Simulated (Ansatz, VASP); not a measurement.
As: VASP beside Ansatz

Contents of POSCAR:

```
As
1.0
    0.0000000000      3.1506877572      3.1506877572
    3.1506877572      0.0000000000      3.1506877572
    3.1506877572      3.1506877572      0.0000000000
As
2
Direct
    0.1250000000      0.1250000000      0.1250000000
    0.8750000000      0.8750000000      0.8750000000
```

File INCAR.step1:

```
SYSTEM = As
ALGO = Normal ; EDIFF = 1E-4
ENCUT = 520 ; GGA = PE
ISMEAR = -1 ; LASPH = .TRUE.
LCHARG = .FALSE. ; LREAL = .FALSE.
LWAVE = .TRUE. ; NBANDS = 12
NELM = 100 ; PREC = Accurate
SIGMA = 0.1
```

INCAR.step2

```
SYSTEM = As
ALGO = Normal ; EDIFF = 1E-6
ENCUT = 520 ; ISIF = 2
ISMEAR = -1 ; ISTART = 1
LASPH = .TRUE. ; LCHARG = .TRUE.
LELF = .TRUE. ; LMIXTAU = .TRUE.
LREAL = .FALSE. ; LVHAR = .TRUE.
LWAVE = .FALSE. ; METAGGA = R2SCAN
NBANDS = 12 ; NELM = 100
PREC = Accurate ; SIGMA = 0.1
```

The input KPOINTS:

```
k-points
0
G
  10 10 10
  0 0 0
```

Input for Ansatz:

```yaml
crystal:
  lattice:
    - [0.0, 3.1506877572, 3.1506877572]
    - [3.1506877572, 0.0, 3.1506877572]
    - [3.1506877572, 3.1506877572, 0.0]
  atoms:
    - { symbol: As, position: [0.125, 0.125, 0.125] }
    - { symbol: As, position: [0.875, 0.875, 0.875] }
hamiltonian:
  xc: r2scan
  pseudopotentials:
    kind: paw
    azcp:
      As: "pseudopotentials/As.paw.azcp"
basis:
  ecutwfc: 500
  fft_grid_basis: typed
kpoints:
  mp_grid: { grid: [10, 10, 10], shift: [0, 0, 0] }
magnetization:
  spin_polarized: false
scf:
  occupations: { method: fermi_dirac, width: 0.1 }
  lower_state_search: "off"
output:
  stress: true
  write_density: true
  write_potential: true
  elf: true
  volumetric_format: npy
```

Alike in both runs: task single point; functional r2SCAN; k mesh 10 × 10 × 10; occupations fermi-dirac, width 0.1 eV; no spin polarisation.

|  | VASP | Ansatz |
| --- | --- | --- |
| version | VASP 6.6.1 | Ansatz 0.2.0 |
| potentials or method | VASP PAW PBE potentials, release 64 (As), cutoff 520 eV | plane waves (500 eV) with PAW, scalar-relativistic |
| valence electrons in the cell | 10 | 30 |

Ansatz gave:

| Quantity | Value |
| --- | --- |
| pressure (GPa) | -4.7 |

Question: Which values does VASP return?

Answer: Pressure (GPa): -4.8.

VASP's potentials were made for PBE, not for r2SCAN. The functional is the same, so the differences come from potentials, cutoffs and numerics. VASP's potentials hold 10 valence electrons a cell and Ansatz's 30, so a difference there can come from the potentials and not from the codes.
